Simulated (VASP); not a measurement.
# Be (P6_3/mmc) in VASP: notebook

Runs on Be. Level: LDA. Tasks: single point.

Program: VASP 6.6.1. These are calculated values, not measurements. Logs are shortened: lines on timing, memory, paths and dates and some standing lists are left out, and cuts for length are marked.

## Step 1: The cell of the first run

Symmetry: P6_3/mmc, No. 194, hexagonal system. Conventional cell: a = 2.231 Å, b = 2.231 Å, c = 3.505 Å, α = 90.00°, β = 90.00°, γ = 120.00°. Within 2.9 Å of Be (site symmetry -6m2) lie 12 Be at 2.17 to 2.23 Å.

## Step 2: Single point, LDA

INCAR reads:

```
SYSTEM = Be
  ALGO = Normal
  EDIFF = 1E-6
  ENCUT = 600
  GGA_COMPAT = .False.
  ISIF = 2
  ISMEAR = 0
  LASPH = .True.
  LCHARG = .False.
  LREAL = .False.
  LWAVE = .False.
  NBANDS = 9
  NELM = 120
  PREC = Accurate
  SIGMA = 0.05
```

KPOINTS reads:

```
k-points
0
Gamma
  20 20 12
  0 0 0
```

POSCAR reads:

```
Be
1.0
    2.2310929758      0.0000000000      0.0000000000
   -1.1155464879      1.9321831953      0.0000000000
    0.0000000000      0.0000000000      3.5046372127
Be
2
Direct
    0.3333333333      0.6666666667      0.7500000000
    0.6666666667      0.3333333333      0.2500000000
```

Potentials or basis: VASP PAW LDA potentials, release 64 (Be).

Launch:

```console
$ cat potpaw_LDA.64/Be/POTCAR > POTCAR
$ mpirun -np 1 vasp_std > vasp.out
```

OUTCAR:

```text
SYSTEM = Be
   EDIFF = 1E-6
   ENCUT = 600
   ISIF = 2
   ISMEAR = 0
   LASPH = .True.
   LREAL = .False.
   NELM = 120
   PREC = Accurate

 ion  position               nearest neighbor table
   1  0.333  0.667  0.750-   2 2.17   2 2.17   2 2.17   2 2.17   2 2.17   2 2.17
   2  0.667  0.333  0.250-   1 2.17   1 2.17   1 2.17   1 2.17   1 2.17   1 2.17

  LATTYP: Found a hexagonal cell.
 ALAT       =     2.2310929758
 C/A-ratio  =     1.5708162998

  Lattice vectors:

 A1 = (   2.2310929758,   0.0000000000,   0.0000000000)
 A2 = (  -1.1155464879,   1.9321831953,   0.0000000000)
 A3 = (   0.0000000000,   0.0000000000,   3.5046372127)

Analysis of symmetry for initial positions (statically):
=====================================================================
 Subroutine PRICEL returns:
 Original cell was already a primitive cell.

 Routine SETGRP: Setting up the symmetry group for a
 hexagonal supercell.

 Subroutine GETGRP returns: Found 24 space group operations
 (whereof 12 operations were pure point group operations)
 out of a pool of 24 trial point group operations.

The static configuration has the point symmetry D_3d.
 The point group associated with its full space group is D_6h.

Analysis of symmetry for dynamics (positions and initial velocities):
=====================================================================
 Subroutine PRICEL returns:
 Original cell was already a primitive cell.

 Routine SETGRP: Setting up the symmetry group for a
 hexagonal supercell.

 Subroutine GETGRP returns: Found 24 space group operations
 (whereof 12 operations were pure point group operations)
 out of a pool of 24 trial point group operations.

The dynamic configuration has the point symmetry D_3d.
 The point group associated with its full space group is D_6h.

 Subroutine INISYM returns: Found 24 space group operations
 (whereof 12 operations are pure point group operations),
 and found     1 'primitive' translations

----------------------------------------------------------------------------------------

                                     Primitive cell

  volume of cell :      15.1081

  direct lattice vectors                    reciprocal lattice vectors
     2.231092976  0.000000000  0.000000000     0.448210815  0.258774634  0.000000000
    -1.115546488  1.932183195  0.000000000     0.000000000  0.517549269  0.000000000
     0.000000000  0.000000000  3.504637213     0.000000000  0.000000000  0.285336239

  length of vectors
     2.231092976  2.231092976  3.504637213     0.517549269  0.517549269  0.285336239

  position of ions in fractional coordinates (direct lattice)
     0.333333333  0.666666667  0.750000000
     0.666666667  0.333333333  0.250000000

  ion indices of the primitive-cell ions
   primitive index   ion index
                 1           1
                 2           2

----------------------------------------------------------------------------------------

 KPOINTS: k-points

Automatic generation of k-mesh.
 Grid dimensions read from file:
 generate k-points for:   20   20   12

 Generating k-lattice:

  Cartesian coordinates                     Fractional coordinates (reciprocal lattice)
     0.022410541  0.012938732  0.000000000     0.050000000  0.000000000  0.000000000
     0.000000000  0.025877463  0.000000000     0.000000000  0.050000000  0.000000000
     0.000000000  0.000000000  0.023778020     0.000000000  0.000000000  0.083333333

  Length of vectors
     0.025877463  0.025877463  0.023778020

  Shift w.r.t. Gamma in fractional coordinates (k-lattice)
     0.000000000  0.000000000  0.000000000

 Subroutine IBZKPT returns following result:
 ===========================================

 Found    308 irreducible k-points:

 Following reciprocal coordinates:
            Coordinates               Weight
  0.000000  0.000000  0.000000      1.000000
  0.050000  0.000000  0.000000      6.000000
  0.100000  0.000000  0.000000      6.000000
  0.150000  0.000000  0.000000      6.000000
  0.200000  0.000000  0.000000      6.000000
  0.250000  0.000000  0.000000      6.000000
[... 16 lines left out ...]
  0.200000  0.100000  0.000000     12.000000
  0.250000  0.100000  0.000000     12.000000
 [... further k-points ...]
   k-points           NKPTS =    308   k-points in BZ     NKDIM =    308   number of bands    NBANDS=      9
   number of dos      NEDOS =    301   number of ions     NIONS =      2
   total plane-waves  NPLWV =   9072
   dimension x,y,z NGX =    18 NGY =   18 NGZ =   28
   dimension x,y,z NGXF=    36 NGYF=   36 NGZF=   56
   ions per type =               2
   NGX,Y,Z   is equivalent  to a cutoff of  13.41, 13.41, 13.28 a.u.
   NGXF,Y,Z  is equivalent  to a cutoff of  26.82, 26.82, 26.56 a.u.
 SYSTEM =  Be
   PREC   = accura    normal or accurate (medium, high low for compatibility)
   ISTART =      0    job   : 0-new  1-cont  2-samecut
   ICHARG =      2    charge: 1-file 2-atom 10-const
   ISPIN  =      1    spin polarized calculation?
   LNONCOLLINEAR =      F non collinear calculations
   LSORBIT =      F    spin-orbit coupling
   LASPH  =      T    aspherical Exc in radial PAW
   ENCUT  =  600.0 eV  44.10 Ry    6.64 a.u.   4.46  4.46  7.00*2*pi/ulx,y,z
   NELM   =    120;   NELMIN=  2; NELMDL= -5     # of ELM steps
   EDIFF  = 0.1E-05   stopping-criterion for ELM
   LREAL  =      F    real-space projection
   EDIFFG = 0.1E-04   stopping-criterion for IOM
   NSW    =      0    number of steps for IOM
   IBRION =     -1    ionic relax: 0-MD 1-quasi-New 2-CG
   NFREE  =      0    steps in history (QN), initial steepest desc. (CG)
   ISIF   =      2    stress and relaxation
   ISYM   =      2    0-nonsym 1-usesym 2-fastsym
   POTIM  = 0.5000    time-step for ionic-motion
   TEBEG  =    0.0;   TEEND  =   0.0 temperature during run
   PSTRESS=    0.0 pullay stress
   NELECT =       4.0000    total number of electrons
   NUPDOWN=      -1.0000    fix difference up-down
   EMIN   =  10.00;   EMAX   =-10.00  energy-range for DOS
   EFERMI =   0.00;   METHOD = LEGACY
   ISMEAR =     0;   SIGMA  =   0.05  broadening in eV -4-tet -1-fermi 0-gaus
   EFERMI_NEDOS =   21; number of points for ismear=-14 and -15
   IALGO  =     38    algorithm
   IMIX   =      4    mixing-type and parameters
     AMIX     =   0.40;   BMIX     =  1.00
     AMIX_MAG =   1.60;   BMIX_MAG =  1.00
  volume/ion in A,a.u.               =       7.55        50.98
  Fermi-wavevector in a.u.,A,eV,Ry     =   1.051216  1.986510 15.035177  1.105054
  Thomas-Fermi vector in A             =   2.186250
   LORBIT       =      0    0 simple, 1 ext, 2 COOP (PROOUT), +10 PAW based schemes
   GGA     = CA    functional components
   LHFCALC =     F    Hartree Fock is set to
   AEXX    =    0.0000 exact exchange contribution
   IVDW    =     0    specifies the selected vdW correction
   LEPSILON=     F    determine dielectric tensor
   LRPA    =     F    only Hartree local field effects (RPA)
 non-spin polarized calculation
 Gauss-broadening in eV      SIGMA  =   0.05
  energy-cutoff  :      600.00
  volume of cell :       15.11
 maximum number of plane-waves:       530
 NGX is ok and might be reduce to    18
   NGX =  9   NGY =  9   NGZ = 13

 number of electron       4.0000000 magnetization

 Free energy of the ion-electron system (eV)
  ---------------------------------------------------
  ext. energy  EPLUGINS =         0.00000000
  ---------------------------------------------------
  free energy    TOTEN  =        -8.41900038 eV

  energy without entropy =       -8.41866124  energy(sigma->0) =       -8.41883081

 E-fermi :   7.0383     XC(G=0): -10.7720

 val. band max:        7.0322285087   @ k =   0.3500   0.3000   0.4167
 cond. band min:       7.0383473078   @ k =   0.2500   0.2000   0.0833
 fundamental gap:      0.0061187991
 Fermi energy:         7.0382777636

 k-point     1 :       0.0000    0.0000    0.0000
  band No.  band energies     occupation
      1      -4.3026      2.00000
      2       2.5624      2.00000
      3       8.5756      0.00000
      4      23.4022      0.00000
      5      23.4022      0.00000
      6      26.3421      0.00000
      7      26.3421      0.00000
      8      28.5269      0.00000
      9      35.1065      0.00000

 k-point     2 :       0.0500    0.0000    0.0000
  band No.  band energies     occupation
      1      -4.2309      2.00000
      2       2.6592      2.00000
      3       8.5901      0.00000
      4      22.8113      0.00000
      5      22.9349      0.00000
      6      26.3601      0.00000
      7      26.5928      0.00000
      8      28.3881      0.00000
      9      33.7471      0.00000

 k-point     3 :       0.1000    0.0000    0.0000
  band No.  band energies     occupation
      1      -4.0159      2.00000
      2       2.9493      2.00000
      3       8.6299      0.00000
      4      21.3138      0.00000
      5      21.9483      0.00000
      6      26.3572      0.00000
      7      26.8989      0.00000
      8      27.9178      0.00000
      9      31.7974      0.00000

 k-point     4 :       0.1500    0.0000    0.0000
  band No.  band energies     occupation
      1      -3.6571      2.00000
      2       3.4320      2.00000
      3       8.6791      0.00000
      4      19.3865      0.00000
      5      20.8572      0.00000
      6      26.2112      0.00000
      7      26.8685      0.00000
      8      26.9723      0.00000
      9      29.7927      0.00000
[... 205 lines left out ...]
 k-point    22 :       0.1500    0.1000    0.0000
  band No.  band energies     occupation
      1      -2.9375      2.00000
      2       4.3938      2.00000
      3       8.7426      0.00000
      4      16.9682      0.00000
      5      18.5939      0.00000
      6      25.1097      0.00000
      7      25.5271      0.00000
      8      25.8898      0.00000
      9      30.1563      0.00000

 k-point    23 :       0.2000    0.1000    0.0000
  band No.  band energies     occupation
      1      -2.2893      2.00000
      2       5.2545      2.00000
      3       8.6760      0.00000
      4      15.1554      0.00000
      5      17.6533      0.00000
      6      23.3090      0.00000
      7      24.3419      0.00000
      8      25.3884      0.00000
      9      29.6537      0.00000

 k-point    24 :       0.2500    0.1000    0.0000
  band No.  band energies     occupation
      1      -1.4981      2.00000
      2       6.2979      2.00000
      3       8.3358      0.00000
      4      13.7470      0.00000
      5      16.8046      0.00000
      6      21.2184      0.00000
      7      23.0069      0.00000
      8      24.9077      0.00000
      9      28.7904      0.00000

 [... further k-points ...]

------------------------ aborting loop because EDIFF is reached ----------------------------------------

  FORCE on cell =-STRESS in cart. coord.  units (eV):
  Direction    XX          YY          ZZ          XY          YZ          ZX
  --------------------------------------------------------------------------------------
  -------------------------------------------------------------------------------------
  Total        0.0415553      0.0415553      0.0446992      0.0000000      0.0000000      0.0000000
  in kB        4.4068454      4.4068454      4.7402482      0.0000000      0.0000000      0.0000000
  external PRESSURE =       4.5179796 kB  Pullay stress =       0.0000000 kB

 VOLUME and BASIS-vectors are now :
 -----------------------------------------------------------------------------
  energy-cutoff  :      600.00
  volume of cell :       15.11
      direct lattice vectors                 reciprocal lattice vectors
     2.231092976  0.000000000  0.000000000     0.448210815  0.258774634  0.000000000
    -1.115546488  1.932183195  0.000000000     0.000000000  0.517549269  0.000000000
     0.000000000  0.000000000  3.504637213     0.000000000  0.000000000  0.285336239

 POSITION                                       TOTAL-FORCE (eV/Angst)
 -----------------------------------------------------------------------------------
     -0.00000      1.28812      2.62848         0.000000      0.000000      0.000000
      1.11555      0.64406      0.87616        -0.000000      0.000000      0.000000
 -----------------------------------------------------------------------------------
    total drift:                                0.000000     -0.000000      0.000000

  FREE ENERGIE OF THE ION-ELECTRON SYSTEM (eV)
  ---------------------------------------------------
  free  energy   TOTEN  =        -8.4190003767 eV

  energy  without entropy=       -8.4186612429  energy(sigma->0) =       -8.41883081
```

Run time: 20 s. Hardware: 1 thread of AMD EPYC 7R13 (Zen 3), shared host; peak memory 0.11 GiB.

What came out:

| Quantity | Value |
| --- | --- |
| Free energy | -8.4190 eV |
| Pressure | 0.5 GPa |
| Band gap on the k mesh | zero (bands 2 and 3 overlap by 1.44 eV) |

Levels at points of the mesh, in eV from the Fermi level:
| k point | band 1 | band 2 | band 3 | band 4 | band 5 | band 6 | band 7 |
| --- | --- | --- | --- | --- | --- | --- | --- |
| (0.00, 0.00, 0.00) | -11.34 | -4.48 | 1.54 | 16.36 | 16.36 | 19.30 | 19.30 |
| (0.50, 0.00, 0.00) | -5.05 | -3.02 | 3.79 | 6.79 | 7.20 | 9.65 | 10.69 |
| (0.00, 0.00, 0.50) | -9.17 | -9.17 | 11.23 | 11.23 | 18.05 | 18.05 | 18.05 |
| (0.50, 0.00, 0.50) | -3.66 | -3.66 | 1.91 | 1.91 | 12.34 | 12.34 | 15.92 |

(Continued in part 2 of 2.)
